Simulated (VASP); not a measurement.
Here is a VASP 6.6.1 calculation.

INCAR

```
SYSTEM = Al2Pt
PREC = Accurate
ENCUT = 600
EDIFF = 1E-7
ISMEAR = 0
SIGMA = 0.1
LREAL = .FALSE.
LASPH = .TRUE.
NELM = 60
ALGO = Fast
ISIF = 3
LWAVE = .FALSE.
LCHARG = .FALSE.
GGA = PE
IBRION = 2
NSW = 100
EDIFFG = -0.01
```

File KPOINTS:

```
Automatic mesh
0
G
  14 14 14
  0 0 0
```

Contents of POSCAR:

```
Al2Pt
1.0
    0.0000000000      2.9549999200      2.9549999200
    2.9549999200      0.0000000000      2.9549999200
    2.9549999200      2.9549999200      0.0000000000
Al Pt
2 1
Direct
    0.2500000000      0.2500000000      0.2500000000
    0.7500000000      0.7500000000      0.7500000000
    0.0000000000      0.0000000000      0.0000000000
```

Potentials or basis: VASP PAW PBE potentials, release 64 (Al, Pt).

Command:

```console
$ cat potpaw_PBE.64/Al/POTCAR potpaw_PBE.64/Pt/POTCAR > POTCAR
$ mpirun -np 1 vasp_std > vasp.out
```

Problem. Estimate the relaxed volume.

Solution. 17.50 Å³/atom.

Problem. Predict the space group after relaxing (to 0.05 Å).

Solution. Fm-3m (No. 225).

Problem. Estimate the band gap on the k mesh.

Solution. Zero (band 8 reaches 11.51 eV, above the bottom of band 9 at 6.13 eV).

The path:
```
step  energy change (eV)  largest force (eV/Å)  pressure (GPa)  volume (Å³)
   1              0.0000                0.0000            2.31        51.61
   2              0.0010                0.0000           -2.35        53.48
   3             -0.0063                0.0000            0.00        52.50
```

Caveat: spin-orbit coupling is left out, which moves the levels of the heavy elements. Zero-point motion and thermal expansion aren't in these numbers.
